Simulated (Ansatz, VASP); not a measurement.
## Two plane-wave programs on C13O

```xyz
14
Lattice="4.9327 0.0000 0.0000 0.0000 8.5223 0.0000 0.0000 0.0000 22.9416" Properties=species:S:1:pos:R:3 pbc="T T T"
C     0.0000    0.0000    4.0000
C     2.4663    0.0000    4.0000
C     1.2332    0.0000    4.7120
C     3.6995    0.0000    4.7120
C     1.2332    0.0000    6.1359
C     3.6995    0.0000    6.1359
C     0.0000    0.0000    6.8300
C     2.4663    0.0000    6.8300
C     0.0000    0.0000    8.3191
C     2.4663    0.0000    8.3191
C     1.2332    0.0000    8.9416
C     3.6995    0.0000    8.9416
C     0.6166    7.7478   10.3816
O     0.6166    9.2968   10.3816
```

Alike in both runs: task single point; functional PBE; k mesh 6 × 3 × 1; occupations gaussian, width 0.1 eV; no spin polarisation.

|  | VASP | Ansatz |
| --- | --- | --- |
| version | VASP 6.6.1 | Ansatz 0.2.0 |
| potentials or method | VASP PAW PBE potentials, release 64 (C, O), cutoff 520 eV | scalar-relativistic, plane waves, PAW |
| valence electrons in the cell | 58 | 58 |

```tsv
	VASP	Ansatz	Ansatz less VASP
gap on the k mesh at the Fermi level (eV)	none	none	-
rms of the force components (eV/Å)	1.947	1.971	+0.0241
```

Atom by atom the forces differ by 0.033 eV/Å (rms over components). A gap of «none» marks a metal or a gap that the smearing closes. Ansatz's warnings: xc potential rough in thin density.
